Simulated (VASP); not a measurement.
# CO2 (Pbca) in VASP: single point with PBEsol

Aim: the single point of CO2 with PBEsol.

Everything below comes from runs of VASP 6.6.1. Logs are shortened: lines on timing, memory, paths and dates and some standing lists are left out, and cuts for length are marked.

## Step 1: The cell of the first run

The structure is orthorhombic, space group Pbca (No. 61). The conventional cell has a = 4.930 Å, b = 6.438 Å, c = 5.800 Å, α = 90.00°, β = 90.00°, γ = 90.00°. C (site symmetry -1) has 2 O at 1.16 Å within 1.6 Å. O (site symmetry 1) has 1 C at 1.16 Å within 1.6 Å.

## Step 2: Single point, PBEsol (normal strain along x +0.1100, normal strain along z -0.1500)

File INCAR:

```
SYSTEM = CO2
PREC = Accurate
ENCUT = 1340
EDIFF = 1E-6
ISMEAR = 0
SIGMA = 0.05
LREAL = .FALSE.
LASPH = .TRUE.
NELM = 120
ALGO = Normal
ISIF = 2
LWAVE = .FALSE.
LCHARG = .TRUE.
GGA = PS
LELF = .TRUE.
LVHAR = .TRUE.
NBANDS = 44
GGA_COMPAT = .FALSE.
```

File KPOINTS:

```
regular mesh
0
G
  4 4 4
  0 0 0
```

File POSCAR:

```
CO2
1.0
    6.4379279986      0.0000000000      0.0000000000
    0.0000000000      5.7999351339      0.0000000000
    0.0000000000      0.0000000000      4.9299448638
C O
4 8
Direct
    0.0000000000      0.0000000000      0.0000000000
    0.5000000000      0.0000000000      0.5000000000
    0.5000000000      0.5000000000      0.0000000000
    0.0000000000      0.5000000000      0.5000000000
    0.1161576883      0.1161576883      0.1161576883
    0.3838423117      0.8838423117      0.6161576883
    0.6161576883      0.3838423117      0.8838423117
    0.8838423117      0.6161576883      0.3838423117
    0.8838423117      0.8838423117      0.8838423117
    0.6161576883      0.1161576883      0.3838423117
    0.3838423117      0.6161576883      0.1161576883
    0.1161576883      0.3838423117      0.6161576883
```

Potentials or basis: VASP PAW PBE potentials, release 64 (C_h, O_h).

Command:

```console
cat potpaw_PBE.64/C_h/POTCAR potpaw_PBE.64/O_h/POTCAR > POTCAR
mpirun -np 1 vasp_std > vasp.out
```

OUTCAR:

```text
SYSTEM = CO2
   PREC = Accurate
   ENCUT = 1340
   EDIFF = 1E-6
   ISMEAR = 0
   LREAL = .FALSE.
   LASPH = .TRUE.
   NELM = 120
   ISIF = 2
   GGA = PS

 ion  position               nearest neighbor table
   1  0.000  0.000  0.000-   5 1.16   9 1.16
   2  0.500  0.000  0.500-   6 1.16  10 1.16
   3  0.500  0.500  0.000-   7 1.16  11 1.16
   4  0.000  0.500  0.500-   8 1.16  12 1.16
   5  0.116  0.116  0.116-   1 1.16
   6  0.384  0.884  0.616-   2 1.16
   7  0.616  0.384  0.884-   3 1.16
   8  0.884  0.616  0.384-   4 1.16
   9  0.884  0.884  0.884-   1 1.16
  10  0.616  0.116  0.384-   2 1.16
  11  0.384  0.616  0.116-   3 1.16
  12  0.116  0.384  0.616-   4 1.16

  LATTYP: Found a simple orthorhombic cell.
 ALAT       =     4.9299448638
 B/A-ratio  =     1.1764705882
 C/A-ratio  =     1.3058823529

  Lattice vectors:

 A1 = (   0.0000000000,   0.0000000000,  -4.9299448638)
 A2 = (   0.0000000000,   5.7999351339,   0.0000000000)
 A3 = (   6.4379279986,   0.0000000000,   0.0000000000)

Analysis of symmetry for initial positions (statically):
=====================================================================
 Subroutine PRICEL returns:
 Original cell was already a primitive cell.

 Routine SETGRP: Setting up the symmetry group for a
 simple orthorhombic supercell.

 Subroutine GETGRP returns: Found  8 space group operations
 (whereof  2 operations were pure point group operations)
 out of a pool of  8 trial point group operations.

The static configuration has the point symmetry S_2 .
 The point group associated with its full space group is D_2h.

Analysis of symmetry for dynamics (positions and initial velocities):
=====================================================================
 Subroutine PRICEL returns:
 Original cell was already a primitive cell.

 Routine SETGRP: Setting up the symmetry group for a
 simple orthorhombic supercell.

 Subroutine GETGRP returns: Found  8 space group operations
 (whereof  2 operations were pure point group operations)
 out of a pool of  8 trial point group operations.

The dynamic configuration has the point symmetry S_2 .
 The point group associated with its full space group is D_2h.

 Subroutine INISYM returns: Found  8 space group operations
 (whereof  2 operations are pure point group operations),
 and found     1 'primitive' translations

----------------------------------------------------------------------------------------

                                     Primitive cell

  volume of cell :     184.0820

  direct lattice vectors                    reciprocal lattice vectors
     6.437927999  0.000000000  0.000000000     0.155329479  0.000000000  0.000000000
     0.000000000  5.799935134  0.000000000     0.000000000  0.172415721  0.000000000
     0.000000000  0.000000000  4.929944864     0.000000000  0.000000000  0.202842025

  length of vectors
     6.437927999  5.799935134  4.929944864     0.155329479  0.172415721  0.202842025

  position of ions in fractional coordinates (direct lattice)
     0.000000000  0.000000000  0.000000000
     0.500000000  0.000000000  0.500000000
     0.500000000  0.500000000  0.000000000
     0.000000000  0.500000000  0.500000000
     0.116157688  0.116157688  0.116157688
     0.383842312  0.883842312  0.616157688
     0.616157688  0.383842312  0.883842312
     0.883842312  0.616157688  0.383842312
     0.883842312  0.883842312  0.883842312
     0.616157688  0.116157688  0.383842312
     0.383842312  0.616157688  0.116157688
     0.116157688  0.383842312  0.616157688

  ion indices of the primitive-cell ions
   primitive index   ion index
                 1           1
                 2           2
                 3           3
                 4           4
                 5           5
                 6           6
                 7           7
                 8           8
                 9           9
                10          10
                11          11
                12          12

----------------------------------------------------------------------------------------

 KPOINTS: regular mesh

Automatic generation of k-mesh.
 Grid dimensions read from file:
 generate k-points for:    4    4    4

 Generating k-lattice:

  Cartesian coordinates                     Fractional coordinates (reciprocal lattice)
     0.038832370  0.000000000  0.000000000     0.250000000  0.000000000  0.000000000
     0.000000000  0.043103930  0.000000000     0.000000000  0.250000000  0.000000000
     0.000000000  0.000000000  0.050710506     0.000000000  0.000000000  0.250000000

  Length of vectors
     0.038832370  0.043103930  0.050710506

  Shift w.r.t. Gamma in fractional coordinates (k-lattice)
     0.000000000  0.000000000  0.000000000

 Subroutine IBZKPT returns following result:
 ===========================================

 Found     27 irreducible k-points:

 Following reciprocal coordinates:
            Coordinates               Weight
  0.000000  0.000000  0.000000      1.000000
  0.250000  0.000000  0.000000      2.000000
  0.500000  0.000000  0.000000      1.000000
  0.000000  0.250000  0.000000      2.000000
  0.250000  0.250000  0.000000      4.000000
  0.500000  0.250000  0.000000      2.000000
[... 16 lines left out ...]
  0.250000  0.250000  0.500000      4.000000
  0.500000  0.250000  0.500000      2.000000
 [... further k-points ...]
   k-points           NKPTS =     27   k-points in BZ     NKDIM =     27   number of bands    NBANDS=     44
   number of dos      NEDOS =    301   number of ions     NIONS =     12
   total plane-waves  NPLWV = 336000
   dimension x,y,z NGX =    80 NGY =   70 NGZ =   60
   dimension x,y,z NGXF=   160 NGYF=  140 NGZF=  120
   ions per type =               4   8
   NGX,Y,Z   is equivalent  to a cutoff of  20.66, 20.06, 20.23 a.u.
   NGXF,Y,Z  is equivalent  to a cutoff of  41.32, 40.13, 40.47 a.u.
 SYSTEM =  CO2
   PREC   = accura    normal or accurate (medium, high low for compatibility)
   ISTART =      0    job   : 0-new  1-cont  2-samecut
   ICHARG =      2    charge: 1-file 2-atom 10-const
   ISPIN  =      1    spin polarized calculation?
   LNONCOLLINEAR =      F non collinear calculations
   LSORBIT =      F    spin-orbit coupling
   LASPH  =      T    aspherical Exc in radial PAW
   ENCUT  = 1340.0 eV  98.49 Ry    9.92 a.u.  19.22 17.31 14.71*2*pi/ulx,y,z
   NELM   =    120;   NELMIN=  2; NELMDL= -5     # of ELM steps
   EDIFF  = 0.1E-05   stopping-criterion for ELM
   LREAL  =      F    real-space projection
[... 7 lines left out ...]
   TEBEG  =    0.0;   TEEND  =   0.0 temperature during run
   PSTRESS=    0.0 pullay stress
   NELECT =      64.0000    total number of electrons
   NUPDOWN=      -1.0000    fix difference up-down
   EMIN   =  10.00;   EMAX   =-10.00  energy-range for DOS
   EFERMI =   0.00;   METHOD = LEGACY
   ISMEAR =     0;   SIGMA  =   0.05  broadening in eV -4-tet -1-fermi 0-gaus
   EFERMI_NEDOS =   21; number of points for ismear=-14 and -15
   IALGO  =     38    algorithm
   IMIX   =      4    mixing-type and parameters
     AMIX     =   0.40;   BMIX     =  1.00
     AMIX_MAG =   1.60;   BMIX_MAG =  1.00
  volume/ion in A,a.u.               =      15.34       103.52
  Fermi-wavevector in a.u.,A,eV,Ry     =   1.151148  2.175354 18.029638  1.325141
  Thomas-Fermi vector in A             =   2.287807
   LORBIT       =      0    0 simple, 1 ext, 2 COOP (PROOUT), +10 PAW based schemes
   GGA     = PS    functional components
   LHFCALC =     F    Hartree Fock is set to
   AEXX    =    0.0000 exact exchange contribution
   IVDW    =     0    specifies the selected vdW correction
   LEPSILON=     F    determine dielectric tensor
   LRPA    =     F    only Hartree local field effects (RPA)
 non-spin polarized calculation
 Gauss-broadening in eV      SIGMA  =   0.05
  energy-cutoff  :     1340.00
  volume of cell :      184.08
 maximum number of plane-waves:     20570
 NGX is ok and might be reduce to    80
   NGX = 39   NGY = 35   NGZ = 29

 number of electron      64.0000002 magnetization

 Free energy of the ion-electron system (eV)
  ---------------------------------------------------
  ext. energy  EPLUGINS =         0.00000000
  ---------------------------------------------------
  free energy    TOTEN  =       -96.19538579 eV

  energy without entropy =      -96.19538579  energy(sigma->0) =      -96.19538579

 E-fermi :  -2.9849     XC(G=0):  -7.7572

 val. band max:       -3.2082504528   @ k =   0.0000   0.0000   0.0000
 cond. band min:       3.3318684747   @ k =   0.0000   0.0000   0.0000
 fundamental gap:      6.5401189275
 Fermi energy:        -2.9849408361

 k-point     1 :       0.0000    0.0000    0.0000
  band No.  band energies     occupation
      1     -23.9095      2.00000
      2     -23.7820      2.00000
      3     -23.7080      2.00000
      4     -23.6713      2.00000
      5     -22.8451      2.00000
      6     -22.8057      2.00000
[... 36 lines left out ...]
     43       7.2521      0.00000
     44       8.3925      0.00000

 k-point     2 :       0.2500    0.0000    0.0000
  band No.  band energies     occupation
      1     -23.8919      2.00000
      2     -23.8019      2.00000
      3     -23.7027      2.00000
      4     -23.6767      2.00000
      5     -22.8382      2.00000
      6     -22.8104      2.00000
[... 36 lines left out ...]
     43       7.4959      0.00000
     44       8.4251      0.00000

 k-point     3 :       0.5000    0.0000    0.0000
  band No.  band energies     occupation
      1     -23.8480      2.00000
      2     -23.8480      2.00000
      3     -23.6897      2.00000
      4     -23.6897      2.00000
      5     -22.8233      2.00000
      6     -22.8233      2.00000
[... 36 lines left out ...]
     43       8.0329      0.00000
     44       8.0329      0.00000

 k-point     4 :       0.0000    0.2500    0.0000
  band No.  band energies     occupation
      1     -23.8824      2.00000
      2     -23.7671      2.00000
      3     -23.7404      2.00000
      4     -23.6890      2.00000
      5     -22.8279      2.00000
      6     -22.7924      2.00000
[... 882 lines left out ...]
     43       7.3858      0.00000
     44       7.3858      0.00000

 k-point    23 :       0.2500    0.2500    0.5000
  band No.  band energies     occupation
      1     -23.7786      2.00000
      2     -23.7786      2.00000
      3     -23.7545      2.00000
      4     -23.7545      2.00000
      5     -22.7859      2.00000
      6     -22.7859      2.00000
[... 36 lines left out ...]
     43       7.0045      0.00000
     44       7.0045      0.00000

 k-point    24 :       0.5000    0.2500    0.5000
  band No.  band energies     occupation
      1     -23.7664      2.00000
      2     -23.7664      2.00000
      3     -23.7664      2.00000
      4     -23.7664      2.00000
      5     -22.7819      2.00000
      6     -22.7819      2.00000
[... 36 lines left out ...]
     43       6.2973      0.00000
     44       6.2973      0.00000

 [... further k-points ...]
[... 5 lines left out ...]
  --------------------------------------------------------------------------------------
  -------------------------------------------------------------------------------------
  Total        3.1606497      3.6308603      3.9558179      0.0000000      0.0000000      0.0000000
  in kB       27.5090526     31.6015807     34.4298839      0.0000000      0.0000000      0.0000000
  external PRESSURE =      31.1801724 kB  Pullay stress =       0.0000000 kB

 VOLUME and BASIS-vectors are now :
 -----------------------------------------------------------------------------
  energy-cutoff  :     1340.00
  volume of cell :      184.08
      direct lattice vectors                 reciprocal lattice vectors
     6.437927999  0.000000000  0.000000000     0.155329479  0.000000000  0.000000000
     0.000000000  5.799935134  0.000000000     0.000000000  0.172415721  0.000000000
     0.000000000  0.000000000  4.929944864     0.000000000  0.000000000  0.202842025

 POSITION                                       TOTAL-FORCE (eV/Angst)
 -----------------------------------------------------------------------------------
      0.00000      0.00000      0.00000         0.000000      0.000000     -0.000000
      3.21896      0.00000      2.46497         0.000000      0.000000     -0.000000
      3.21896      2.89997      0.00000         0.000000      0.000000     -0.000000
      0.00000      2.89997      2.46497         0.000000      0.000000     -0.000000
      0.74781      0.67371      0.57265         0.641918      0.528996      0.548507
      2.47115      5.12623      3.03762        -0.641918     -0.528996      0.548507
      3.96678      2.22626      4.35729         0.641918     -0.528996     -0.548507
      5.69011      3.57367      1.89232        -0.641918      0.528996     -0.548507
      5.69011      5.12623      4.35729        -0.641918     -0.528996     -0.548507
      3.96678      0.67371      1.89232         0.641918      0.528996     -0.548507
      2.47115      3.57367      0.57265        -0.641918      0.528996      0.548507
      0.74781      2.22626      3.03762         0.641918     -0.528996      0.548507
 -----------------------------------------------------------------------------------
    total drift:                               -0.000000     -0.000000      0.000000

  FREE ENERGIE OF THE ION-ELECTRON SYSTEM (eV)
  ---------------------------------------------------
  free  energy   TOTEN  =       -96.1953857858 eV

  energy  without entropy=      -96.1953857858  energy(sigma->0) =      -96.19538579
```

Run time: 7.6 min. Hardware: 1 thread of Intel Xeon 6975P-C (Granite Rapids), shared host; peak memory 1.1 GiB.

What came out:

```yaml
Free_energy: -96.1954 eV
Pressure: 3.1 GPa
Largest_force: 0.996 eV/Å
Band_gap_on_the_k_mesh: 6.54 eV
```

Forces in eV/Å, atoms in the order of the input:
```
C    0.000  0.000  0.000
C    0.000  0.000  0.000
C    0.000  0.000  0.000
C    0.000  0.000  0.000
O    0.642  0.529  0.549
O   -0.642 -0.529  0.549
O    0.642 -0.529 -0.549
O   -0.642  0.529 -0.549
O   -0.642 -0.529 -0.549
O    0.642  0.529 -0.549
O   -0.642  0.529  0.549
O    0.642 -0.529  0.549
```

Stress tensor (GPa, compression positive):
```
2.75 0.00 0.00
0.00 3.16 0.00
0.00 0.00 3.44
```

Caveat: the cell differs from its parent crystal (normal strain along x +0.1100, normal strain along z -0.1500); the cell stands under pressure; this functional lacks dispersion, which holds the molecules together, so the pressure and a relaxed volume are unreliable; the PAW data sets were made with another functional, which shifts forces and pressure a little. A k mesh can miss the band edges.
